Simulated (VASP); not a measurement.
A run of VASP 6.6.1:

File INCAR:

```
PREC = Accurate
ENCUT = 520
EDIFF = 1E-6
ISMEAR = -1
SIGMA = 0.1
LREAL = F
LASPH = T
NELM = 80
ALGO = Normal
ISIF = 2
LWAVE = F
LCHARG = T
GGA = PE
LELF = T
LVHAR = T
NBANDS = 17
```

File KPOINTS:

```
Automatic mesh
0
Gamma
  21 21 11
```

Contents of POSCAR:

```
Pt
1.0
    2.8032511472      0.0000000000      0.0000000000
   -1.4016255736      2.4276867066      0.0000000000
    0.0000000000      0.0000000000      4.8195150984
Pt
2
Direct
    0.3333333333      0.6666666667      0.2500000000
    0.6666666667      0.3333333333      0.7500000000
```

Potentials or basis: VASP PAW PBE potentials, release 64 (Pt).

Run with:

```sh
$ cat potpaw_PBE.64/Pt/POTCAR > POTCAR
$ mpirun -np 1 vasp_std > vasp.out
```

Hardware: 1 thread of Intel(R) Xeon(R) Platinum 8488C (Sapphire Rapids), with other jobs on the host.

**Question.** Estimate the wall time of this run.

**Answer.** Wall time 49 s on 1 thread of Intel(R) Xeon(R) Platinum 8488C (Sapphire Rapids) (shared host), peak memory 0.26 GiB. Counts: scf iterations 11, k points 288.
